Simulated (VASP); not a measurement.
InGaAs2: single point with r2SCAN

Crystal: InGaAs2.

```
In Ga As
1.0
     4.23635    0.00000    0.00000
     0.00000    4.23635    0.00000
     0.00000    0.00000    5.80527
In Ga As
1 1 2
Direct
  0.00000 0.00000 0.50000
  0.50000 0.50000 0.00000
  0.50000 0.00000 0.76981
  0.00000 0.50000 0.23019
```

This cell differs from its parent crystal: biaxial strain in the a-b plane: +2.0 %, then relaxed in part.

* Program: VASP 6.6.1
* Task: single point
* Functional: r2SCAN
* Potentials or basis: VASP PAW PBE potentials, release 64 (In_d, Ga_d, As)
* Cutoff: 520 eV
* k mesh: 8 × 8 × 6
* Occupations: gaussian, width 0.01 eV
* Spin: no spin polarisation

* Pressure: -1.2 GPa
* Largest force: 0.004 eV/Å
* Band gap on the k mesh: 0.19 eV, direct

Forces on the atoms (eV/Å):
```
In   0.000  0.000  0.000
Ga   0.000  0.000  0.000
As   0.000  0.000 -0.004
As   0.000  0.000  0.004
```

Stress tensor (GPa, compression positive):
```
-1.81  0.00  0.00
 0.00 -1.81  0.00
 0.00  0.00  0.04
```

Levels at points of the mesh, in eV from the valence-band top:
| k point | band 15 | band 16 | band 17 | band 18 | band 19 | band 20 | band 21 | band 22 |
| --- | --- | --- | --- | --- | --- | --- | --- | --- |
| (0.00, 0.00, 0.00) | -2.63 | -0.02 | -0.02 | 0.00 | 0.19 | 1.81 | 1.99 | 4.14 |
| (0.50, 0.00, 0.00) | -3.02 | -2.74 | -1.55 | -0.94 | 2.21 | 3.35 | 5.27 | 5.51 |
| (0.50, 0.50, 0.00) | -2.51 | -2.37 | -2.37 | -2.17 | 1.92 | 1.92 | 2.12 | 2.43 |
| (0.00, 0.00, 0.50) | -1.96 | -1.96 | -1.27 | -1.27 | 2.00 | 2.22 | 3.26 | 3.66 |
| (0.50, 0.00, 0.50) | -1.51 | -0.93 | -0.89 | -0.84 | 0.88 | 1.49 | 4.84 | 4.89 |
| (0.50, 0.50, 0.50) | -3.20 | -3.09 | -2.99 | -2.99 | 4.78 | 4.86 | 4.99 | 4.99 |

Wall time 3 min on 1 thread of Intel(R) Xeon(R) 6975P-C (Granite Rapids), with other jobs on the host, peak memory 0.34 GiB.

Caveat: the cell differs from its parent crystal (biaxial strain in the a-b plane: +2.0 %, then relaxed in part); the PAW data sets were made with another functional, which shifts forces and pressure a little; spin-orbit coupling is left out, which moves the levels of the heavy elements.
